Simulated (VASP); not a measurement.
Runs of VASP 6.6.1 on CdF2. The structure is that of space group I4/mmm (No. 139), or close to it. The cells are those of the table. 

```csv
cell,gap on the mesh (eV),pressure (GPa)
"a = 3.975, b = 3.975, c = 4.054 Å, angles 59.3, 59.3, 61.3°, 3 atoms",2.36,-10.9
"a = 3.812, b = 3.812, c = 3.962 Å, angles 58.7, 58.7, 62.6°, 3 atoms",2.56,-3.3
"a = 3.860, b = 3.860, c = 4.012 Å, angles 58.7, 58.7, 62.6°, 3 atoms",2.43,(b)
"a = 3.929, b = 3.929, c = 4.007 Å, angles 59.3, 59.3, 61.3°, 3 atoms",2.47,-9.0
"a = 3.964, b = 3.964, c = 4.081 Å, angles 59.0, 59.0, 62.0°, 3 atoms",(a),-10.9
```

Alike in all rows: task single point; level PBEsol; potentials or basis VASP PAW PBE potentials, release 64 (Cd, F); no spin polarisation; k mesh 8 × 8 × 8; cutoff (eV) 520; smearing gaussian 0.05 eV.

Problem. Fill in the values left out.

Solution. (a) 2.28; (b) -6.5.

Caveats: the PAW data sets were made with another functional, which shifts forces and pressure a little.

A k mesh can miss the band edges, and the runs leave out spin-orbit coupling on Cd.
